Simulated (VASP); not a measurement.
# Ge (Cmcm) in VASP: notebook

The runs below take Ge through single point, with BLYP, LDA, PBEsol.

All numbers are computed with VASP 6.6.1; they aren't measurements. Logs are shortened: lines on timing, memory, paths and dates and some standing lists are left out, and cuts for length are marked.

## 1. The cell of the first run

The structure is orthorhombic, space group Cmcm (No. 63). Conventional cell: a = 2.976 Å, b = 5.189 Å, c = 4.728 Å, α = 90.00°, β = 90.00°, γ = 90.00°. Within 3.9 Å of Ge (site symmetry m2m) lie 12 Ge at 2.92 to 2.99 Å.

This isn't the form of Ge at room conditions, which is diamond.

## 2. Single point, BLYP

INCAR reads:

```
AGGAC = 1.0 ; AGGAX = 1.0
ALDAC = 0.0 ; ALDAX = 1.0
ALGO = Normal ; EDIFF = 1E-6
ENCUT = 500 ; GGA = B5
GGA_COMPAT = False ; ISIF = 2
ISMEAR = -1 ; LASPH = True
LCHARG = True ; LELF = True
LREAL = False ; LVHAR = True
LWAVE = False ; NBANDS = 21
NELM = 120 ; PREC = Accurate
SIGMA = 0.1
```

KPOINTS reads:

```
k-points
0
Gamma
  12 12 7
```

POSCAR reads:

```
Ge
1.0
    1.4880530000     -2.5946900000      0.0000000000
    1.4880530000      2.5946900000      0.0000000000
    0.0000000000      0.0000000000      4.7275960000
Ge
2
Direct
    0.6665530000      0.3334470000      0.2500000000
    0.3334470000      0.6665530000      0.7500000000
```

Potentials or basis: VASP PAW PBE potentials, release 64 (Ge_d).

On the command line:

```bash
$ cat potpaw_PBE.64/Ge_d/POTCAR > POTCAR
$ mpirun -np 1 vasp_std > vasp.out
```

OUTCAR:

```text
EDIFF = 1E-6
   ENCUT = 500
   GGA = B5
   ISIF = 2
   ISMEAR = -1
   LASPH = True
   LREAL = False
   NELM = 120
   PREC = Accurate

 ion  position               nearest neighbor table
   1  0.667  0.333  0.250-
   2  0.333  0.667  0.750-

  LATTYP: Found a base centered orthorhombic cell.
 ALAT       =     2.9761060000
 B/A-ratio  =     1.7436811726
 C/A-ratio  =     1.5885173445

  Lattice vectors:

 A1 = (   1.4880530000,  -2.5946900000,   0.0000000000)
 A2 = (   1.4880530000,   2.5946900000,   0.0000000000)
 A3 = (   0.0000000000,   0.0000000000,   4.7275960000)

Analysis of symmetry for initial positions (statically):
=====================================================================
 Subroutine PRICEL returns:
 Original cell was already a primitive cell.

 Routine SETGRP: Setting up the symmetry group for a
 base centered orthorhombic supercell.

 Subroutine GETGRP returns: Found  8 space group operations
 (whereof  4 operations were pure point group operations)
 out of a pool of  8 trial point group operations.

The static configuration has the point symmetry C_2h.
 The point group associated with its full space group is D_2h.

Analysis of symmetry for dynamics (positions and initial velocities):
=====================================================================
 Subroutine PRICEL returns:
 Original cell was already a primitive cell.

 Routine SETGRP: Setting up the symmetry group for a
 base centered orthorhombic supercell.

 Subroutine GETGRP returns: Found  8 space group operations
 (whereof  4 operations were pure point group operations)
 out of a pool of  8 trial point group operations.

The dynamic configuration has the point symmetry C_2h.
 The point group associated with its full space group is D_2h.

 Subroutine INISYM returns: Found  8 space group operations
 (whereof  4 operations are pure point group operations),
 and found     1 'primitive' translations

----------------------------------------------------------------------------------------

                                     Primitive cell

  volume of cell :      36.5068

  direct lattice vectors                    reciprocal lattice vectors
     1.488053000 -2.594690000  0.000000000     0.336009537 -0.192701248  0.000000000
     1.488053000  2.594690000  0.000000000     0.336009537  0.192701248  0.000000000
     0.000000000  0.000000000  4.727596000     0.000000000  0.000000000  0.211523997

  length of vectors
     2.991106472  2.991106472  4.727596000     0.387345040  0.387345040  0.211523997

  position of ions in fractional coordinates (direct lattice)
     0.666553000  0.333447000  0.250000000
     0.333447000  0.666553000  0.750000000

  ion indices of the primitive-cell ions
   primitive index   ion index
                 1           1
                 2           2

----------------------------------------------------------------------------------------

 KPOINTS: k-points

Automatic generation of k-mesh.
 Grid dimensions read from file:
 generate k-points for:   12   12    7

 Generating k-lattice:

  Cartesian coordinates                     Fractional coordinates (reciprocal lattice)
     0.028000795 -0.016058437  0.000000000     0.083333333 -0.000000000  0.000000000
     0.028000795  0.016058437  0.000000000    -0.000000000  0.083333333  0.000000000
     0.000000000  0.000000000  0.030217714     0.000000000  0.000000000  0.142857143

  Length of vectors
     0.032278753  0.032278753  0.030217714

  Shift w.r.t. Gamma in fractional coordinates (k-lattice)
     0.000000000  0.000000000  0.000000000

 Subroutine IBZKPT returns following result:
 ===========================================

 Found    172 irreducible k-points:

 Following reciprocal coordinates:
            Coordinates               Weight
  0.000000  0.000000  0.000000      1.000000
  0.083333 -0.000000  0.000000      4.000000
  0.166667  0.000000  0.000000      4.000000
  0.250000 -0.000000  0.000000      4.000000
  0.333333 -0.000000  0.000000      4.000000
  0.416667 -0.000000  0.000000      4.000000
[... 16 lines left out ...]
  0.500000  0.166667  0.000000      4.000000
 -0.416667  0.166667  0.000000      4.000000
 [... further k-points ...]
   k-points           NKPTS =    172   k-points in BZ     NKDIM =    172   number of bands    NBANDS=     21
   number of dos      NEDOS =    301   number of ions     NIONS =      2
   total plane-waves  NPLWV =  20736
   dimension x,y,z NGX =    24 NGY =   24 NGZ =   36
   dimension x,y,z NGXF=    48 NGYF=   48 NGZF=   72
   ions per type =               2
   NGX,Y,Z   is equivalent  to a cutoff of  13.34, 13.34, 12.66 a.u.
   NGXF,Y,Z  is equivalent  to a cutoff of  26.68, 26.68, 25.32 a.u.
 SYSTEM =  unknown system
   PREC   = accura    normal or accurate (medium, high low for compatibility)
   ISTART =      0    job   : 0-new  1-cont  2-samecut
   ICHARG =      2    charge: 1-file 2-atom 10-const
   ISPIN  =      1    spin polarized calculation?
   LNONCOLLINEAR =      F non collinear calculations
   LSORBIT =      F    spin-orbit coupling
   LASPH  =      T    aspherical Exc in radial PAW
   ENCUT  =  500.0 eV  36.75 Ry    6.06 a.u.   5.45  5.45  8.62*2*pi/ulx,y,z
   NELM   =    120;   NELMIN=  2; NELMDL= -5     # of ELM steps
   EDIFF  = 0.1E-05   stopping-criterion for ELM
   LREAL  =      F    real-space projection
   EDIFFG = 0.1E-04   stopping-criterion for IOM
   NSW    =      0    number of steps for IOM
   IBRION =     -1    ionic relax: 0-MD 1-quasi-New 2-CG
   NFREE  =      0    steps in history (QN), initial steepest desc. (CG)
   ISIF   =      2    stress and relaxation
   ISYM   =      2    0-nonsym 1-usesym 2-fastsym
   POTIM  = 0.5000    time-step for ionic-motion
   TEBEG  =    0.0;   TEEND  =   0.0 temperature during run
   PSTRESS=    0.0 pullay stress
   NELECT =      28.0000    total number of electrons
   NUPDOWN=      -1.0000    fix difference up-down
   EMIN   =  10.00;   EMAX   =-10.00  energy-range for DOS
   EFERMI =   0.00;   METHOD = LEGACY
   ISMEAR =    -1;   SIGMA  =   0.10  broadening in eV -4-tet -1-fermi 0-gaus
   EFERMI_NEDOS =   21; number of points for ismear=-14 and -15
   IALGO  =     38    algorithm
   IMIX   =      4    mixing-type and parameters
     AMIX     =   0.40;   BMIX     =  1.00
     AMIX_MAG =   1.60;   BMIX_MAG =  1.00
  volume/ion in A,a.u.               =      18.25       123.18
  Fermi-wavevector in a.u.,A,eV,Ry     =   1.498544  2.831837 30.553698  2.245633
  Thomas-Fermi vector in A             =   2.610289
   LORBIT       =      0    0 simple, 1 ext, 2 COOP (PROOUT), +10 PAW based schemes
   GGA     = B5    functional components
   LHFCALC =     F    Hartree Fock is set to
   AEXX    =    0.0000 exact exchange contribution
   IVDW    =     0    specifies the selected vdW correction
   LEPSILON=     F    determine dielectric tensor
   LRPA    =     F    only Hartree local field effects (RPA)
 non-spin polarized calculation
  energy-cutoff  :      500.00
  volume of cell :       36.51
 maximum number of plane-waves:       957
 NGX is ok and might be reduce to    24
   NGX = 11   NGY = 11   NGZ = 17

 number of electron      28.0000012 magnetization

 Free energy of the ion-electron system (eV)
  ---------------------------------------------------
  ext. energy  EPLUGINS =         0.00000000
  ---------------------------------------------------
  free energy    TOTEN  =        -6.45790086 eV

  energy without entropy =       -6.42772153  energy(sigma->0) =       -6.44281119

 E-fermi :   7.6522     XC(G=0): -10.8681

 val. band max:        7.6473478117   @ k =   0.5000   0.0833   0.1429
 cond. band min:       7.6622851691   @ k =   0.4167   0.0833   0.1429
 fundamental gap:      0.0149373574
 Fermi energy:         7.6522006014

 k-point     1 :       0.0000    0.0000    0.0000
  band No.  band energies     occupation
      1     -17.1500      2.00000
      2     -17.1410      2.00000
      3     -17.1384      2.00000
      4     -17.1372      2.00000
      5     -17.1318      2.00000
      6     -17.1285      2.00000
[... 13 lines left out ...]
     20      20.7671      0.00000
     21      21.7823      0.00000

 k-point     2 :       0.0833   -0.0000    0.0000
  band No.  band energies     occupation
      1     -17.1513      2.00000
      2     -17.1443      2.00000
      3     -17.1340      2.00000
      4     -17.1287      2.00000
      5     -17.1270      2.00000
      6     -17.1241      2.00000
[... 13 lines left out ...]
     20      20.4988      0.00000
     21      21.8645      0.00000

 k-point     3 :       0.1667    0.0000    0.0000
  band No.  band energies     occupation
      1     -17.1628      2.00000
      2     -17.1398      2.00000
      3     -17.1279      2.00000
      4     -17.1269      2.00000
      5     -17.1240      2.00000
      6     -17.1174      2.00000
[... 13 lines left out ...]
     20      21.1759      0.00000
     21      21.8570      0.00000

 k-point     4 :       0.2500   -0.0000    0.0000
  band No.  band energies     occupation
      1     -17.1771      2.00000
      2     -17.1395      2.00000
      3     -17.1374      2.00000
      4     -17.1352      2.00000
      5     -17.1152      2.00000
      6     -17.0949      2.00000
[... 13 lines left out ...]
     20      20.1147      0.00000
     21      21.4936      0.00000

 k-point     5 :       0.3333   -0.0000    0.0000
  band No.  band energies     occupation
      1     -17.1902      2.00000
      2     -17.1524      2.00000
      3     -17.1429      2.00000
      4     -17.1393      2.00000
      5     -17.1032      2.00000
      6     -17.0810      2.00000
[... 13 lines left out ...]
     20      19.4733      0.00000
     21      20.9461      0.00000

 k-point     6 :       0.4167   -0.0000    0.0000
  band No.  band energies     occupation
      1     -17.1994      2.00000
      2     -17.1626      2.00000
      3     -17.1483      2.00000
      4     -17.1419      2.00000
      5     -17.0937      2.00000
      6     -17.0885      2.00000
[... 13 lines left out ...]
     20      19.0917      0.00000
     21      20.5986      0.00000

 k-point     7 :       0.5000   -0.0000    0.0000
  band No.  band energies     occupation
      1     -17.2027      2.00000
      2     -17.1664      2.00000
      3     -17.1502      2.00000
      4     -17.1430      2.00000
      5     -17.0911      2.00000
      6     -17.0902      2.00000
[... 13 lines left out ...]
     20      18.9625      0.00000
     21      20.4915      0.00000
[... 291 lines left out ...]
      1     -17.1665      2.00000
      2     -17.1640      2.00000
      3     -17.1421      2.00000
      4     -17.1365      2.00000
      5     -17.1032      2.00000
      6     -17.0849      2.00000
[... 13 lines left out ...]
     20      18.8850      0.00000
     21      22.1306      0.00000

 k-point    21 :       0.3333    0.1667    0.0000
  band No.  band energies     occupation
      1     -17.1745      2.00000
      2     -17.1739      2.00000
      3     -17.1363      2.00000
      4     -17.1305      2.00000
      5     -17.0972      2.00000
      6     -17.0934      2.00000
[... 13 lines left out ...]
     20      18.4940      0.00000
     21      23.8296      0.00000

 k-point    22 :       0.4167    0.1667    0.0000
  band No.  band energies     occupation
      1     -17.1783      2.00000
      2     -17.1765      2.00000
      3     -17.1356      2.00000
      4     -17.1263      2.00000
      5     -17.0969      2.00000
      6     -17.0916      2.00000
[... 13 lines left out ...]
     20      18.3738      0.00000
     21      24.0706      0.00000

 k-point    23 :       0.5000    0.1667    0.0000
  band No.  band energies     occupation
      1     -17.1743      2.00000
      2     -17.1737      2.00000
      3     -17.1357      2.00000
      4     -17.1299      2.00000
      5     -17.0967      2.00000
      6     -17.0936      2.00000
[... 13 lines left out ...]
     20      18.5375      0.00000
     21      23.9357      0.00000

 k-point    24 :      -0.4167    0.1667    0.0000
  band No.  band energies     occupation
      1     -17.1662      2.00000
      2     -17.1635      2.00000
      3     -17.1419      2.00000
      4     -17.1356      2.00000
      5     -17.1030      2.00000
      6     -17.0850      2.00000
[... 13 lines left out ...]
     20      18.9727      0.00000
     21      22.3714      0.00000

 [... further k-points ...]

------------------------ aborting loop because EDIFF is reached ----------------------------------------

  FORCE on cell =-STRESS in cart. coord.  units (eV):
  Direction    XX          YY          ZZ          XY          YZ          ZX
  --------------------------------------------------------------------------------------
  -------------------------------------------------------------------------------------
  Total        2.6887115      2.7012976      2.3043784      0.0000000      0.0000000      0.0000000
  in kB      117.9996047    118.5519706    101.1323618      0.0000000      0.0000000      0.0000000
  external PRESSURE =     112.5613124 kB  Pullay stress =       0.0000000 kB

 VOLUME and BASIS-vectors are now :
 -----------------------------------------------------------------------------
  energy-cutoff  :      500.00
  volume of cell :       36.51
      direct lattice vectors                 reciprocal lattice vectors
     1.488053000 -2.594690000  0.000000000     0.336009537 -0.192701248  0.000000000
     1.488053000  2.594690000  0.000000000     0.336009537  0.192701248  0.000000000
     0.000000000  0.000000000  4.727596000     0.000000000  0.000000000  0.211523997

 POSITION                                       TOTAL-FORCE (eV/Angst)
 -----------------------------------------------------------------------------------
      1.48805     -0.86431      1.18190         0.000000      0.004232      0.000000
      1.48805      0.86431      3.54570         0.000000     -0.004232      0.000000
 -----------------------------------------------------------------------------------
    total drift:                               -0.000000     -0.000000     -0.000000

  FREE ENERGIE OF THE ION-ELECTRON SYSTEM (eV)
  ---------------------------------------------------
  free  energy   TOTEN  =        -6.4579008616 eV

  energy  without entropy=       -6.4277215284  energy(sigma->0) =       -6.44281119
```

It took 2.4 min on 1 thread of Intel Xeon 8259CL, shared host; peak memory 0.19 GiB.

Results:

| Quantity | Value |
| --- | --- |
| Free energy | -6.4579 eV |
| Pressure | 11.3 GPa |
| Largest force | 0.004 eV/Å |
| Band gap on the k mesh | zero (bands 14 and 15 overlap by 9.20 eV) |

Forces on the atoms (eV/Å):
```
Ge   0.000  0.004  0.000
Ge   0.000 -0.004  0.000
```

Caveat: the cell stands under pressure; the PAW data sets were made with another functional, which shifts forces and pressure a little.

(Part 1 of 2 ends here.)
